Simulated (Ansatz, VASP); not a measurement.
One calculation of LiCl, two programs

```
Li Cl
1.0
     0.04488    2.56476    2.56476
     2.60964    0.00000    2.60964
     2.56476    2.56476    0.04488
Li Cl
1 1
Direct
  0.00000 0.00000 0.00000
  0.50000 0.50000 0.50000
```

Change from the starting cell: strain +0.0350 x Voigt [0, 0, 0, 0, 1, 0], atoms carried along.

Alike in both runs: task single point; functional PBE; k mesh 8 × 8 × 8; occupations gaussian, width 0.05 eV; no spin polarisation.

|  | VASP | Ansatz |
| --- | --- | --- |
| version | VASP 6.6.1 | Ansatz 0.2.0 |
| potentials or method | VASP PAW PBE potentials, release 64 (Li_sv, Cl), cutoff 520 eV | scalar-relativistic, plane waves, PAW |
| valence electrons in the cell | 10 | 10 |

Ansatz gave:

```
gap on the k mesh at the Fermi level (eV) : 6.21
least direct gap on the mesh (eV)         : 6.21
```

Task: Which values does VASP return?

Result: gap on the k mesh at the Fermi level (eV): 6.23; least direct gap on the mesh (eV): 6.23.

With one functional, cell and mesh, what is left measures potentials, basis and numerics.

Noted on VASP's run: the cutoff is short for stress, so the pressure is rough.
